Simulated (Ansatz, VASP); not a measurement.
SnO2: VASP beside Ansatz

```
CELL_PARAMETERS angstrom
4.75587 0.00000 0.00000
0.00000 4.83392 0.00000
0.00000 0.00000 3.21915
ATOMIC_POSITIONS crystal
Sn 0.50000 0.50000 0.50000
Sn 0.00000 0.00000 0.00000
O 0.29185 0.32104 0.00000
O 0.79185 0.17896 0.50000
O 0.20814 0.82104 0.50000
O 0.70815 0.67896 0.00000
```

Alike in both runs: task single point; functional PBEsol; k mesh 4 × 4 × 6; no spin polarisation.

|  | VASP | Ansatz |
| --- | --- | --- |
| version | VASP 6.6.1 | Ansatz 0.2.0 |
| potentials or method | VASP PAW PBE potentials, release 64 (Sn_d, O), cutoff 520 eV | plane waves, PAW |
| occupations | gaussian, width 0.01 eV | fixed |
| valence electrons in the cell | 52 | 52 |

Ansatz gave:

- pressure (GPa): -2.8
- traceless stress, the component that is largest in VASP (GPa): -0.08

Q: Estimate VASP's values.

A: Pressure (GPa): -2.2; traceless stress, the component that is largest in VASP (GPa): -0.20.

VASP's potentials were made for PBE, not for PBEsol.
